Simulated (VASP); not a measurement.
The system is TiTe.

```
CELL_PARAMETERS angstrom
0.00000 3.05007 3.05007
3.05007 0.00000 3.05007
3.05007 3.05007 0.00000
ATOMIC_POSITIONS crystal
Ti 0.50000 0.50000 0.50000
Te 0.00000 0.00000 0.00000
```

```yaml
Program: VASP 6.6.1
Task: relaxation of cell and atoms
Functional: revPBE
Potentials_or_basis: VASP PAW PBE potentials, release 64 (Ti_sv, Te)
Cutoff: 600 eV
k_mesh: 8 × 8 × 8
Occupations: fermi-dirac, width 0.05 eV
Spin: no spin polarisation
```

At the start: pressure -9.5 GPa; volume 28.37 Å³/atom.

Task: Where does the relaxation end?

Result: Over 15 steps the energy falls by 192.0 meV/atom and the volume is 23.03 Å³/atom (-18.8 %); space group Fm-3m (No. 225, to 0.05 Å).

The path:
```
step  energy change (eV)  largest force (eV/Å)  pressure (GPa)  volume (Å³)
   1              0.0000                0.0000           -9.45        56.75
   2             -0.3627                0.0000            3.57        44.08
   3             -0.3840                0.0000            0.08        46.04
   4             -0.3839                0.0000           -0.26        46.24
   5             -0.3839                0.0000           -0.27        46.24
   6             -0.3839                0.0000           -0.25        46.22
   7             -0.3839                0.0000           -0.25        46.22
   8             -0.3839                0.0000           -0.23        46.22
   9             -0.3839                0.0000           -0.23        46.22
  10             -0.3839                0.0000           -0.22        46.22
  11             -0.3839                0.0000           -0.24        46.21
  12             -0.3839                0.0000           -0.22        46.20
  13             -0.3840                0.0000           -0.20        46.18
  14             -0.3840                0.0000           -0.12        46.14
  15             -0.3840                0.0000            0.00        46.07
```

Final structure:
```xyz
2
Lattice="0.0000 2.8453 2.8453 2.8453 0.0000 2.8453 2.8453 2.8453 0.0000" Properties=species:S:1:pos:R:3 pbc="T T T"
Ti    2.8453    2.8453    2.8453
Te    2.8453    2.8453    0.0000
```

Caveat: the volume moved by over 15 % at a fixed basis, so the end points are rough; the PAW data sets were made with another functional, which shifts forces and pressure a little.
